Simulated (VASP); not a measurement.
# BaTiO3 (Pm-3m) in VASP: a series of runs, part 2 of 2

VASP 6.6.1.

### 3 Single point, PBEsol

File INCAR:

```
  ALGO = Normal
  EDIFF = 1E-6
  ENCUT = 910
  GGA = PS
  GGA_COMPAT = False
  ISIF = 2
  ISMEAR = 0
  LASPH = True
  LCHARG = False
  LREAL = False
  LWAVE = False
  NBANDS = 28
  NELM = 120
  PREC = Accurate
  SIGMA = 0.01
```

File KPOINTS:

```
k-points
0
Gamma
  5 5 5
```

File POSCAR:

```
BaTiO3
1.0
    4.0060000000      0.0000000000      0.0000000000
    0.0000000000      4.0060000000      0.0000000000
    0.0000000000      0.0000000000      4.0060000000
Ba Ti O
1 1 3
Direct
    0.5000000000      0.5000000000      0.5000000000
    0.0000000000      0.0000000000      0.0000000000
    0.5000000000      0.0000000000      0.0000000000
    0.0000000000      0.5000000000      0.0000000000
    0.0000000000      0.0000000000      0.5000000000
```

Potentials or basis: VASP PAW PBE potentials, release 64 (Ba_sv, Ti_sv, O_h).

On the command line:

```
$ cat potpaw_PBE.64/Ba_sv/POTCAR potpaw_PBE.64/Ti_sv/POTCAR potpaw_PBE.64/O_h/POTCAR > POTCAR
$ mpirun -np 1 vasp_std > vasp.out
```

OUTCAR:

```text
EDIFF = 1E-6
   ENCUT = 910
   GGA = PS
   ISIF = 2
   ISMEAR = 0
   LASPH = True
   LREAL = False
   NELM = 120
   PREC = Accurate

 ion  position               nearest neighbor table
   1  0.500  0.500  0.500-   3 2.83   4 2.83   5 2.83   3 2.83   4 2.83   3 2.83   5 2.83   3 2.83
                             4 2.83   5 2.83   4 2.83   5 2.83   2 3.47   2 3.47   2 3.47   2 3.47
   2  0.000  0.000  0.000-   3 2.00   4 2.00   5 2.00   5 2.00   4 2.00   3 2.00   1 3.47   1 3.47
                             1 3.47   1 3.47   1 3.47   1 3.47   1 3.47   1 3.47
   3  0.500  0.000  0.000-   2 2.00   2 2.00   1 2.83   1 2.83   1 2.83   1 2.83
   4  0.000  0.500  0.000-   2 2.00   2 2.00   1 2.83   1 2.83   1 2.83   1 2.83
   5  0.000  0.000  0.500-   2 2.00   2 2.00   1 2.83   1 2.83   1 2.83   1 2.83

  LATTYP: Found a simple cubic cell.
 ALAT       =     4.0060000000

  Lattice vectors:

 A1 = (   4.0060000000,   0.0000000000,   0.0000000000)
 A2 = (   0.0000000000,   4.0060000000,   0.0000000000)
 A3 = (   0.0000000000,   0.0000000000,   4.0060000000)

Analysis of symmetry for initial positions (statically):
=====================================================================
 Subroutine PRICEL returns:
 Original cell was already a primitive cell.

 Routine SETGRP: Setting up the symmetry group for a
 simple cubic supercell.

 Subroutine GETGRP returns: Found 48 space group operations
 (whereof 48 operations were pure point group operations)
 out of a pool of 48 trial point group operations.

The static configuration has the point symmetry O_h .

Analysis of symmetry for dynamics (positions and initial velocities):
=====================================================================
 Subroutine PRICEL returns:
 Original cell was already a primitive cell.

 Routine SETGRP: Setting up the symmetry group for a
 simple cubic supercell.

[... 113 lines left out ...]
   IMIX   =      4    mixing-type and parameters
     AMIX     =   0.40;   BMIX     =  1.00
     AMIX_MAG =   1.60;   BMIX_MAG =  1.00
  volume/ion in A,a.u.               =      12.86        86.77
  Fermi-wavevector in a.u.,A,eV,Ry     =   1.397603  2.641087 26.576187  1.953295
  Thomas-Fermi vector in A             =   2.520843
   LORBIT       =      0    0 simple, 1 ext, 2 COOP (PROOUT), +10 PAW based schemes
   GGA     = PS    functional components
   LHFCALC =     F    Hartree Fock is set to
   AEXX    =    0.0000 exact exchange contribution
   IVDW    =     0    specifies the selected vdW correction
   LEPSILON=     F    determine dielectric tensor
   LRPA    =     F    only Hartree local field effects (RPA)
 non-spin polarized calculation
 Gauss-broadening in eV      SIGMA  =   0.01
  energy-cutoff  :      910.00
  volume of cell :       64.29
 maximum number of plane-waves:      4023
 NGX is ok and might be reduce to    40
   NGX = 19   NGY = 19   NGZ = 19

 number of electron      40.0000008 magnetization

 Free energy of the ion-electron system (eV)
  ---------------------------------------------------
  ext. energy  EPLUGINS =         0.00000000
  ---------------------------------------------------
  free energy    TOTEN  =       -41.99098746 eV

  energy without entropy =      -41.99098746  energy(sigma->0) =      -41.99098746

 E-fermi :   3.9819     XC(G=0): -11.5083

 val. band max:        3.9094479332   @ k =   0.4000   0.4000   0.4000
 cond. band min:       5.7216410030   @ k =   0.0000   0.0000   0.0000
 fundamental gap:      1.8121930698
 Fermi energy:         3.9819409876

 k-point     1 :       0.0000    0.0000    0.0000
  band No.  band energies     occupation
      1     -52.3568      2.00000
      2     -28.6785      2.00000
      3     -28.6785      2.00000
      4     -28.6785      2.00000
      5     -20.7346      2.00000
      6     -12.7805      2.00000
[... 299 lines left out ...]
     27      11.5416      0.00000
     28      11.5416      0.00000

------------------------ aborting loop because EDIFF is reached ----------------------------------------

  FORCE on cell =-STRESS in cart. coord.  units (eV):
  Direction    XX          YY          ZZ          XY          YZ          ZX
  --------------------------------------------------------------------------------------
  -------------------------------------------------------------------------------------
  Total       -1.2603048     -1.2603048     -1.2603048     -0.0000000      0.0000000     -0.0000000
  in kB      -31.4089448    -31.4089448    -31.4089448     -0.0000000      0.0000000     -0.0000000
  external PRESSURE =     -31.4089448 kB  Pullay stress =       0.0000000 kB

 VOLUME and BASIS-vectors are now :
 -----------------------------------------------------------------------------
  energy-cutoff  :      910.00
  volume of cell :       64.29
      direct lattice vectors                 reciprocal lattice vectors
     4.006000000  0.000000000  0.000000000     0.249625562  0.000000000  0.000000000
     0.000000000  4.006000000  0.000000000     0.000000000  0.249625562  0.000000000
     0.000000000  0.000000000  4.006000000     0.000000000  0.000000000  0.249625562

 POSITION                                       TOTAL-FORCE (eV/Angst)
 -----------------------------------------------------------------------------------
      2.00300      2.00300      2.00300         0.000000      0.000000      0.000000
      0.00000      0.00000      0.00000         0.000000      0.000000      0.000000
      2.00300      0.00000      0.00000         0.000000      0.000000      0.000000
      0.00000      2.00300      0.00000         0.000000      0.000000      0.000000
      0.00000      0.00000      2.00300         0.000000      0.000000      0.000000
 -----------------------------------------------------------------------------------
    total drift:                                0.000000      0.000000     -0.000000

  FREE ENERGIE OF THE ION-ELECTRON SYSTEM (eV)
  ---------------------------------------------------
  free  energy   TOTEN  =       -41.9909874630 eV

  energy  without entropy=      -41.9909874630  energy(sigma->0) =      -41.99098746
```

OSZICAR:

```text
N       E                     dE             d eps       ncg     rms          rms(c)
DAV:   1     0.581289285954E+03    0.58129E+03   -0.27933E+04   560   0.228E+03
DAV:   2     0.551924850836E+02   -0.52610E+03   -0.49987E+03   600   0.532E+02
DAV:   3    -0.460401916707E+02   -0.10123E+03   -0.92887E+02   768   0.188E+02
DAV:   4    -0.520884643965E+02   -0.60483E+01   -0.60295E+01   764   0.471E+01
DAV:   5    -0.523038915812E+02   -0.21543E+00   -0.21527E+00   832   0.816E+00    0.227E+01
DAV:   6    -0.421393806024E+02    0.10165E+02   -0.52092E+01   820   0.639E+01    0.972E+00
DAV:   7    -0.421546948823E+02   -0.15314E-01   -0.94390E+00   788   0.207E+01    0.661E+00
DAV:   8    -0.419844203417E+02    0.17027E+00   -0.86103E-01   648   0.833E+00    0.286E+00
DAV:   9    -0.420124081527E+02   -0.27988E-01   -0.25394E-01   812   0.363E+00    0.135E+00
DAV:  10    -0.419917326641E+02    0.20675E-01   -0.10147E-01   648   0.325E+00    0.426E-01
DAV:  11    -0.419910132481E+02    0.71942E-03   -0.63619E-03   780   0.541E-01    0.683E-02
DAV:  12    -0.419913607616E+02   -0.34751E-03   -0.13681E-03   840   0.269E-01    0.168E-01
DAV:  13    -0.419909870219E+02    0.37374E-03   -0.12815E-03   740   0.345E-01    0.232E-02
DAV:  14    -0.419909883284E+02   -0.13066E-05   -0.46005E-05   732   0.605E-02    0.781E-03
DAV:  15    -0.419909874630E+02    0.86538E-06   -0.63207E-06   740   0.214E-02
   1 F= -.41990987E+02 E0= -.41990987E+02  d E =-.542469E-26
```

stdout:

```text
POSCAR found type information on POSCAR BaTiO
 POSCAR found :  3 types and       5 ions
 scaLAPACK will be used
 -----------------------------------------------------------------------------
|                                                                             |
|                                                                             |
|     You enforced a specific xc type in the INCAR file but a different       |
|     I HOPE YOU KNOW WHAT YOU ARE DOING!                                     |
|                                                                             |
 -----------------------------------------------------------------------------

 LDA part: xc-table for (Slater+PW92), standard interpolation
 POSCAR, INCAR and KPOINTS ok, starting setup
 FFT: planning ... GRIDC
 FFT: planning ... GRID_SOFT
 FFT: planning ... GRID
 WAVECAR not read
 entering main loop
```

Run time: 41 s. Hardware: 1 thread of AMD EPYC 9R45 (Zen 5), shared host; peak memory 0.22 GiB.

What came out:

| Quantity | Value |
| --- | --- |
| Free energy | -41.9910 eV |
| Pressure | -3.1 GPa |
| Band gap on the k mesh | 1.81 eV, indirect (least direct gap 1.84 eV) |

Levels at points of the mesh, in eV from the valence-band top:
```
           k point  band 18  band 19  band 20  band 21  band 22  band 23
(0.00, 0.00, 0.00)    -0.03    -0.03    -0.03     1.81     1.81     1.81
```

Caveat: the cutoff is under 1.25 times the usual one of these potentials, so pressure, stress and relaxed cells hold a basis-set (Pulay) error; the PAW data sets were made with another functional, which shifts forces and pressure a little; spin-orbit coupling is left out, which moves the levels of the heavy elements. A k mesh can miss the band edges.

### 4 Single point, PBEsol

File INCAR:

```
SYSTEM = BaTiO3
PREC = Accurate ; ENCUT = 910
EDIFF = 1E-6 ; ISMEAR = 0
SIGMA = 0.01 ; LREAL = .False.
LASPH = .True. ; NELM = 120
ALGO = Normal ; ISIF = 2
LWAVE = .False. ; LCHARG = .False.
GGA = PS ; NBANDS = 28
GGA_COMPAT = .False.
```

File KPOINTS:

```
Automatic mesh
0
Gamma
  7 7 7
  0 0 0
```

POSCAR is that of step 3.

On the command line:

```
$ cat potpaw_PBE.64/Ba_sv/POTCAR potpaw_PBE.64/Ti_sv/POTCAR potpaw_PBE.64/O_h/POTCAR > POTCAR
$ mpirun -np 1 vasp_std > vasp.out
```

Run time: 44 s. Hardware: 1 thread of Intel Xeon 6975P-C (Granite Rapids), shared host; peak memory 0.29 GiB.

The run converged. Its results:

* Free energy: -41.9940 eV
* Pressure: -3.1 GPa
* Band gap on the k mesh: 1.76 eV, indirect (least direct gap 1.84 eV)

Levels at points of the mesh, in eV from the valence-band top:
```
           k point  band 16  band 17  band 18  band 19  band 20  band 21  band 22  band 23  band 24  band 25
(0.00, 0.00, 0.00)    -1.04    -1.04    -0.08    -0.08    -0.08     1.76     1.76     1.76     3.98     3.98
```

Caveat: the cutoff is under 1.25 times the usual one of these potentials, so pressure, stress and relaxed cells hold a basis-set (Pulay) error; the PAW data sets were made with another functional, which shifts forces and pressure a little; spin-orbit coupling is left out, which moves the levels of the heavy elements.

### 5 Overview

```csv
k mesh,gap on the mesh (eV),pressure (GPa)
2 × 2 × 2,1.31,-0.6
5 × 5 × 5,1.81,-3.1
7 × 7 × 7,1.76,-3.1
```

Alike in all rows: task single point; level PBEsol; potentials or basis VASP PAW PBE potentials, release 64 (Ba_sv, Ti_sv, O_h); no spin polarisation; cell as given; cutoff (eV) 910; smearing gaussian 0.01 eV.

Caveats: some runs use coarse meshes; the cutoff is under 1.25 times the usual one of these potentials, so pressure, stress and relaxed cells hold a basis-set (Pulay) error; the PAW data sets were made with another functional, which shifts forces and pressure a little; spin-orbit coupling is left out, which moves the levels of the heavy elements.

Absolute energies hang on the potentials; compare differences alone.
